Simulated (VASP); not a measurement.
# Os in VASP: a series of runs, part 2 of 3

VASP 6.6.1. The steps go on from the part before.

**3. Single point, PBE**

This run uses another cell than the first one, of 15.40 Å³/atom, 1.060 times its volume.

INCAR

```
SYSTEM = Os
PREC = Accurate ; ENCUT = 520
EDIFF = 1E-6 ; ISMEAR = 0
SIGMA = 0.1 ; LREAL = .False.
LASPH = .True. ; NELM = 60
ALGO = Fast ; ISIF = 2
LWAVE = .False. ; LCHARG = .False.
GGA = PE ; NBANDS = 15
```

KPOINTS

```
Automatic mesh
0
Gamma
  8 8 6
  0 0 0
```

POSCAR

```
Os
1.0
    1.3885688789     -4.0367962255      0.0267174559
    1.3885688789      4.0367962255      0.0267174559
   -0.0535937504      0.0000000000      2.7457817308
Os
2
Direct
    0.8548707623      0.1451292377      0.2500000000
    0.1451292377      0.8548707623      0.7500000000
```

Potentials or basis: VASP PAW PBE potentials, release 64 (Os).

Started as:

```
cat potpaw_PBE.64/Os/POTCAR > POTCAR
mpirun -np 1 vasp_std > vasp.out
```

OUTCAR:

```text
SYSTEM = Os
   PREC = Accurate
   ENCUT = 520
   EDIFF = 1E-6
   ISMEAR = 0
   LREAL = .False.
   LASPH = .True.
   NELM = 60
   ISIF = 2
   GGA = PE

 ion  position               nearest neighbor table
   1  0.855  0.145  0.250-   2 2.58   2 2.58   2 2.59   2 2.59   2 2.72   2 2.72
   2  0.145  0.855  0.750-   1 2.58   1 2.58   1 2.59   1 2.59   1 2.72   1 2.72

  LATTYP: Found a base centered monoclinic cell.
 ALAT       =     2.7776517808
 B/A-ratio  =     2.9066251237
 C/A-ratio  =     0.9887145454
 COS(beta)  =    -0.0002774706

  Lattice vectors:

 A1 = (   1.3885688789,  -4.0367962255,   0.0267174559)
 A2 = (   1.3885688789,   4.0367962255,   0.0267174559)
 A3 = (  -0.0535937504,   0.0000000000,   2.7457817308)

Analysis of symmetry for initial positions (statically):
=====================================================================
 Subroutine PRICEL returns:
 Original cell was already a primitive cell.

 Routine SETGRP: Setting up the symmetry group for a
 base centered monoclinic supercell.

 Subroutine GETGRP returns: Found  4 space group operations
 (whereof  2 operations were pure point group operations)
 out of a pool of  4 trial point group operations.

The static configuration has the point symmetry S_2 .
 The point group associated with its full space group is C_2h.

Analysis of symmetry for dynamics (positions and initial velocities):
=====================================================================
 Subroutine PRICEL returns:
 Original cell was already a primitive cell.

 Routine SETGRP: Setting up the symmetry group for a
 base centered monoclinic supercell.

 Subroutine GETGRP returns: Found  4 space group operations
 (whereof  2 operations were pure point group operations)
 out of a pool of  4 trial point group operations.

The dynamic configuration has the point symmetry S_2 .
 The point group associated with its full space group is C_2h.

 Subroutine INISYM returns: Found  4 space group operations
 (whereof  2 operations are pure point group operations),
 and found     1 'primitive' translations

----------------------------------------------------------------------------------------

                                     Primitive cell

  volume of cell :      30.7938

  direct lattice vectors                    reciprocal lattice vectors
     1.388568879 -4.036796225  0.026717456     0.359947785 -0.123860599  0.007025668
     1.388568879  4.036796225  0.026717456     0.359947785  0.123860599  0.007025668
    -0.053593750  0.000000000  2.745781731    -0.007004846  0.000000000  0.364058284

  length of vectors
     4.269023439  4.269023439  2.746304718     0.380727220  0.380727220  0.364125667

  position of ions in fractional coordinates (direct lattice)
     0.854870762  0.145129238  0.250000000
     0.145129238  0.854870762  0.750000000

  ion indices of the primitive-cell ions
   primitive index   ion index
                 1           1
                 2           2

----------------------------------------------------------------------------------------

 KPOINTS: Automatic mesh

Automatic generation of k-mesh.
 Grid dimensions read from file:
 generate k-points for:    8    8    6

 Generating k-lattice:

  Cartesian coordinates                     Fractional coordinates (reciprocal lattice)
[... 39 lines left out ...]
  0.125000 -0.000000  0.166667      4.000000
  0.250000 -0.000000  0.166667      4.000000
 [... further k-points ...]
   k-points           NKPTS =    114   k-points in BZ     NKDIM =    114   number of bands    NBANDS=     15
   number of dos      NEDOS =    301   number of ions     NIONS =      2
   total plane-waves  NPLWV =  20480
   dimension x,y,z NGX =    32 NGY =   32 NGZ =   20
   dimension x,y,z NGXF=    64 NGYF=   64 NGZF=   40
   ions per type =               2
   NGX,Y,Z   is equivalent  to a cutoff of  12.46, 12.46, 12.11 a.u.
   NGXF,Y,Z  is equivalent  to a cutoff of  24.92, 24.92, 24.21 a.u.
 SYSTEM =  Os
   PREC   = accura    normal or accurate (medium, high low for compatibility)
   ISTART =      0    job   : 0-new  1-cont  2-samecut
   ICHARG =      2    charge: 1-file 2-atom 10-const
   ISPIN  =      1    spin polarized calculation?
   LNONCOLLINEAR =      F non collinear calculations
   LSORBIT =      F    spin-orbit coupling
   LASPH  =      T    aspherical Exc in radial PAW
   ENCUT  =  520.0 eV  38.22 Ry    6.18 a.u.   7.94  7.94  5.11*2*pi/ulx,y,z
   NELM   =     60;   NELMIN=  2; NELMDL= -5     # of ELM steps
   EDIFF  = 0.1E-05   stopping-criterion for ELM
   LREAL  =      F    real-space projection
   EDIFFG = 0.1E-04   stopping-criterion for IOM
   NSW    =      0    number of steps for IOM
   IBRION =     -1    ionic relax: 0-MD 1-quasi-New 2-CG
   NFREE  =      0    steps in history (QN), initial steepest desc. (CG)
   ISIF   =      2    stress and relaxation
   ISYM   =      2    0-nonsym 1-usesym 2-fastsym
   POTIM  = 0.5000    time-step for ionic-motion
   TEBEG  =    0.0;   TEEND  =   0.0 temperature during run
   PSTRESS=    0.0 pullay stress
   NELECT =      16.0000    total number of electrons
   NUPDOWN=      -1.0000    fix difference up-down
   EMIN   =  10.00;   EMAX   =-10.00  energy-range for DOS
   EFERMI =   0.00;   METHOD = LEGACY
   ISMEAR =     0;   SIGMA  =   0.10  broadening in eV -4-tet -1-fermi 0-gaus
   EFERMI_NEDOS =   21; number of points for ismear=-14 and -15
   IALGO  =     68    algorithm
   IMIX   =      4    mixing-type and parameters
     AMIX     =   0.40;   BMIX     =  1.00
     AMIX_MAG =   1.60;   BMIX_MAG =  1.00
  volume/ion in A,a.u.               =      15.40       103.90
  Fermi-wavevector in a.u.,A,eV,Ry     =   1.316115  2.487096 23.567436  1.732158
  Thomas-Fermi vector in A             =   2.446250
   LORBIT       =      0    0 simple, 1 ext, 2 COOP (PROOUT), +10 PAW based schemes
   GGA     = PE    functional components
   LHFCALC =     F    Hartree Fock is set to
   AEXX    =    0.0000 exact exchange contribution
   IVDW    =     0    specifies the selected vdW correction
   LEPSILON=     F    determine dielectric tensor
   LRPA    =     F    only Hartree local field effects (RPA)
 non-spin polarized calculation
 RMM-DIIS sequential band-by-band and
 Gauss-broadening in eV      SIGMA  =   0.10
  energy-cutoff  :      520.00
  volume of cell :       30.79
 maximum number of plane-waves:       848
   NGX = 15   NGY = 15   NGZ = 11

 number of electron      16.0000001 magnetization

 Free energy of the ion-electron system (eV)
  ---------------------------------------------------
  ext. energy  EPLUGINS =         0.00000000
  ---------------------------------------------------
  free energy    TOTEN  =       -21.74689337 eV

  energy without entropy =      -21.73979797  energy(sigma->0) =      -21.74334567

 E-fermi :   8.1039     XC(G=0): -13.3965

 val. band max:        8.0989648731   @ k =   0.0000   0.0000   0.0000
 cond. band min:       8.1101144014   @ k =  -0.2500   0.1250   0.0000
 fundamental gap:      0.0111495283
 Fermi energy:         8.1039428901

 k-point     1 :       0.0000    0.0000    0.0000
  band No.  band energies     occupation
      1      -2.0024      2.00000
      2       1.0343      2.00000
      3       2.0784      2.00000
      4       4.5704      2.00000
      5       4.9150      2.00000
      6       6.3331      2.00000
      7       6.8882      2.00000
      8       8.0990      1.05612
      9       8.3300      0.00139
     10       9.8959      0.00000
     11      10.9898      0.00000
     12      11.0313      0.00000
     13      17.7049      0.00000
     14      20.5062      0.00000
[... 401 lines left out ...]
      2       2.4427      2.00000
      3       3.2393      2.00000
      4       3.9250      2.00000
      5       4.8853      2.00000
      6       5.7040      2.00000
      7       6.1000      2.00000
      8       7.1669      2.00000
      9       7.6859      2.00000
     10       8.9459      0.00000
     11      10.2715      0.00000
     12      15.0211      0.00000
     13      18.9579      0.00000
     14      19.6156      0.00000
     15      21.6910      0.00000

 [... further k-points ...]
[... 5 lines left out ...]
  --------------------------------------------------------------------------------------
  -------------------------------------------------------------------------------------
  Total        0.0791534     -0.0112723     -0.0313901      0.0000000      0.0000000      0.0088418
  in kB        4.1182913     -0.5864894     -1.6332004      0.0000000      0.0000000      0.4600327
  external PRESSURE =       0.6328672 kB  Pullay stress =       0.0000000 kB

 VOLUME and BASIS-vectors are now :
 -----------------------------------------------------------------------------
  energy-cutoff  :      520.00
  volume of cell :       30.79
      direct lattice vectors                 reciprocal lattice vectors
     1.388568879 -4.036796225  0.026717456     0.359947785 -0.123860599  0.007025668
     1.388568879  4.036796225  0.026717456     0.359947785  0.123860599  0.007025668
    -0.053593750  0.000000000  2.745781731    -0.007004846  0.000000000  0.364058284

 POSITION                                       TOTAL-FORCE (eV/Angst)
 -----------------------------------------------------------------------------------
      1.37517     -2.86508      0.71316         0.000000     -0.004591      0.000000
      1.34837      2.86508      2.08605        -0.000000      0.004591     -0.000000
 -----------------------------------------------------------------------------------
    total drift:                               -0.000000     -0.000000     -0.000000

  FREE ENERGIE OF THE ION-ELECTRON SYSTEM (eV)
  ---------------------------------------------------
  free  energy   TOTEN  =       -21.7468933661 eV

  energy  without entropy=      -21.7397979703  energy(sigma->0) =      -21.74334567
```

OSZICAR:

```text
N       E                     dE             d eps       ncg     rms          rms(c)
DAV:   1     0.979132321883E+02    0.97913E+02   -0.73456E+03  3428   0.101E+03
DAV:   2    -0.180307305519E+02   -0.11594E+03   -0.10107E+03  3483   0.317E+02
DAV:   3    -0.230118660023E+02   -0.49811E+01   -0.47478E+01  4652   0.574E+01
DAV:   4    -0.230529956329E+02   -0.41130E-01   -0.41083E-01  3721   0.542E+00
DAV:   5    -0.230532148117E+02   -0.21918E-03   -0.21917E-03  4694   0.387E-01    0.206E+01
RMM:   6    -0.220233808318E+02    0.10298E+01   -0.79948E-01  3426   0.662E+00    0.833E+00
RMM:   7    -0.217514192817E+02    0.27196E+00   -0.92821E-01  3520   0.577E+00    0.703E-01
RMM:   8    -0.217494027549E+02    0.20165E-02   -0.52965E-02  3724   0.273E+00    0.139E+00
RMM:   9    -0.217499741286E+02   -0.57137E-03   -0.14789E-02  3812   0.791E-01    0.359E-01
RMM:  10    -0.217468691146E+02    0.31050E-02   -0.86162E-03  3558   0.101E+00    0.199E-01
RMM:  11    -0.217468904387E+02   -0.21324E-04   -0.45967E-04  3805   0.218E-01    0.279E-01
RMM:  12    -0.217468936172E+02   -0.31785E-05   -0.41121E-05  3927   0.573E-02    0.631E-02
RMM:  13    -0.217468927384E+02    0.87878E-06   -0.16352E-05  3813   0.257E-02    0.127E-01
RMM:  14    -0.217468933661E+02   -0.62766E-06   -0.17372E-06  2771   0.121E-02
   1 F= -.21746893E+02 E0= -.21743346E+02  d E =-.709540E-02
```

stdout:

```text
POSCAR found type information on POSCAR Os
 POSCAR found :  1 types and       2 ions
 scaLAPACK will be used
 LDA part: xc-table for (Slater+PW92), standard interpolation
 POSCAR, INCAR and KPOINTS ok, starting setup
 FFT: planning ... GRIDC
 FFT: planning ... GRID_SOFT
 FFT: planning ... GRID
 WAVECAR not read
 entering main loop
```

It took 28 s on 1 thread of AMD EPYC 9R45 (Zen 5), shared host; peak memory 0.15 GiB.

What came out:

```
Free energy            : -21.7469 eV
Pressure               : 0.1 GPa
Largest force          : 0.005 eV/Å
Band gap on the k mesh : zero (band 8 reaches 10.13 eV, above the bottom of band 9 at 7.08 eV)
```

Forces in eV/Å, atoms in the order of the input:
```
Os   0.000 -0.005  0.000
Os   0.000  0.005  0.000
```

Stress tensor (GPa, compression positive):
```
 0.41  0.00  0.05
 0.00 -0.06  0.00
 0.05  0.00 -0.16
```

Caveat: the k points lie up to 0.38 Å⁻¹ apart; spin-orbit coupling is left out, which moves the levels of the heavy elements.

**4. Relaxation of cell and atoms, PBE**

INCAR

```
  ALGO = Fast
  EDIFF = 1E-6
  EDIFFG = -0.04
  ENCUT = 600
  GGA = PE
  IBRION = 2
  ISIF = 3
  ISMEAR = 0
  LASPH = T
  LCHARG = F
  LREAL = F
  LWAVE = F
  NELM = 80
  NSW = 90
  PREC = Accurate
  SIGMA = 0.1
```

KPOINTS

```
k-points
0
Gamma
  8 8 6
```

POSCAR

```
Os
1.0
    1.2749035687     -3.7117854082      0.0000000000
    1.2749035687      3.7117854082      0.0000000000
   -0.1082700102      0.0000000000      3.0696598992
Os
2
Direct
    0.8690000000      0.1310000000      0.2500000000
    0.1310000000      0.8690000000      0.7500000000
```

Started as:

```
cat potpaw_PBE.64/Os/POTCAR > POTCAR
mpirun -np 1 vasp_std > vasp.out
```

Wall time 4.9 min (1 thread of AMD EPYC 9R45 (Zen 5), shared host); peak memory 0.18 GiB.

It converged, with:

* Free energy: -21.7460 eV
* Relaxed volume: 15.42 Å³/atom
* Relaxed cell: a = 4.268 Å, b = 4.268 Å, c = 2.747 Å, α = 90.01°, β = 90.01°, γ = 141.94°
* Space group after relaxing (to 0.05 Å): Cmcm (No. 63)
* Energy gained by relaxing: 603.1 meV/atom
* Ionic steps: 16
* Pressure after relaxing: -0.2 GPa
* Largest force after relaxing: 0.014 eV/Å
* Band gap on the k mesh: zero (band 8 reaches 10.10 eV, above the bottom of band 9 at 7.06 eV)

Forces on the atoms (eV/Å):
```
Os   0.000 -0.014  0.000
Os   0.000  0.014  0.000
```

Stress tensor (GPa, compression positive):
```
-0.29  0.00  0.04
 0.00 -0.21  0.00
 0.04  0.00 -0.12
```

The path:
```csv
step,energy change (eV),largest force (eV/Å),pressure (GPa),volume (Å³)
1,0.0000,1.8406,26.62,29.05
2,0.5149,1.5969,-46.66,39.69
3,-0.6154,1.7400,-22.96,33.19
4,-0.6255,1.7298,-19.35,32.72
5,0.0127,2.7133,43.66,29.39
6,-1.1700,0.7834,-5.63,31.32
7,-1.1748,0.6280,-4.24,31.23
8,-1.1753,0.5674,-3.65,31.19
9,-1.1685,0.5684,10.26,30.03
10,-1.2007,0.1017,2.57,30.62
11,-1.1982,0.1228,-3.33,31.13
12,-1.2055,0.0067,-0.24,30.85
13,-1.2061,0.0662,0.23,30.81
14,-1.2062,0.0500,0.12,30.82
15,-1.2063,0.0060,-0.36,30.85
16,-1.2063,0.0139,-0.21,30.84
```

Final structure:
```cif
data_structure
_symmetry_space_group_name_H-M 'P 1'
_symmetry_Int_Tables_number 1
_cell_length_a 4.2678
_cell_length_b 4.2678
_cell_length_c 2.7469
_cell_angle_alpha 90.007
_cell_angle_beta 90.007
_cell_angle_gamma 141.942
_cell_volume 30.84
loop_
_atom_site_label
_atom_site_type_symbol
_atom_site_fract_x
_atom_site_fract_y
_atom_site_fract_z
_atom_site_occupancy
Os1 Os 0.85474 0.14526 0.25000 1
Os2 Os 0.14526 0.85474 0.75000 1
```

Levels at points of the mesh, in eV from the Fermi level:
| k point | band 5 | band 6 | band 7 | band 8 | band 9 | band 10 | band 11 | band 12 |
| --- | --- | --- | --- | --- | --- | --- | --- | --- |
| (0.00, 0.00, 0.00) | -3.18 | -1.79 | -1.21 | -0.02 | 0.21 | 1.79 | 2.92 | 2.92 |
| (0.50, 0.00, 0.00) | -2.81 | -2.56 | -2.54 | -0.96 | 0.85 | 2.34 | 3.26 | 3.43 |
| (0.50, 0.50, 0.00) | -3.45 | -2.86 | -1.29 | -0.33 | -0.28 | 0.51 | 2.21 | 2.48 |
| (0.00, 0.00, 0.50) | -3.22 | -3.22 | -1.92 | -1.92 | 2.19 | 2.19 | 4.02 | 4.02 |
| (0.50, 0.00, 0.50) | -1.26 | -1.26 | 0.94 | 0.94 | 2.70 | 2.70 | 4.94 | 4.94 |
| (0.50, 0.50, 0.50) | -2.44 | -2.44 | -0.26 | -0.26 | 0.77 | 0.77 | 2.17 | 2.17 |

Caveat: spin-orbit coupling is left out, which moves the levels of the heavy elements.

[end of part 2 of 3]
